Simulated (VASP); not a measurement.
InSe2:

```
In Se
1.0
     3.89489    0.00000    0.00000
     0.00000    3.89489    0.00000
     0.00000    0.00000    9.62623
In Se
2 4
Direct
  0.00000 0.50000 0.70647
  0.50000 0.00000 0.29353
  0.00000 0.50000 0.36621
  0.50000 0.00000 0.63379
  0.00000 0.00000 0.00000
  0.50000 0.50000 0.00000
```

| Property | Result |
| --- | --- |
| Program | VASP 6.6.1 |
| Task | relaxation of cell and atoms |
| Functional | PBE |
| Potentials or basis | VASP PAW PBE potentials, release 64 (In_d, Se) |
| Cutoff | 600 eV |
| k mesh | 4 × 4 × 1 |
| Occupations | gaussian, width 0.1 eV |
| Spin | no spin polarisation |

At the start: pressure -0.3 GPa; volume 24.34 Å³/atom.

Task: Where does the relaxation end?

Result: Over 15 steps the energy falls by 5.7 meV/atom; space group P4/nmm (No. 129, to 0.1 Å) before and after.

Step by step:
```csv
step,energy change (eV),largest force (eV/Å),pressure (GPa),volume (Å³)
1,0.0000,0.2355,-0.27,146.03
2,-0.0056,0.2033,0.17,145.17
3,-0.0074,0.1734,0.57,144.39
4,-0.0109,0.1618,0.55,144.54
5,-0.0198,0.1282,0.37,144.98
6,-0.0308,0.0631,0.08,145.87
7,-0.0251,0.1535,-0.28,147.65
8,-0.0331,0.0550,-0.08,146.47
9,-0.0331,0.0578,-0.08,146.52
10,-0.0337,0.0491,-0.03,146.28
11,-0.0342,0.0361,0.06,145.93
12,-0.0342,0.0311,0.10,145.80
13,-0.0343,0.0150,-0.07,146.16
14,-0.0343,0.0203,-0.02,146.04
15,-0.0345,0.0062,0.00,146.08
```

Final structure:
```
In Se
1.0
     3.90488    0.00000    0.00000
     0.00000    3.90488    0.00000
     0.00000    0.00000    9.57991
In Se
2 4
Direct
  0.00000 0.50000 0.69157
  0.50000 0.00000 0.30843
  0.00000 0.50000 0.36822
  0.50000 0.00000 0.63178
  0.00000 0.00000 0.00000
  0.50000 0.50000 0.00000
```

Caveat: the k points lie up to 0.66 Å⁻¹ apart in the final cell, too coarse for converged energies and pressures of a metal.
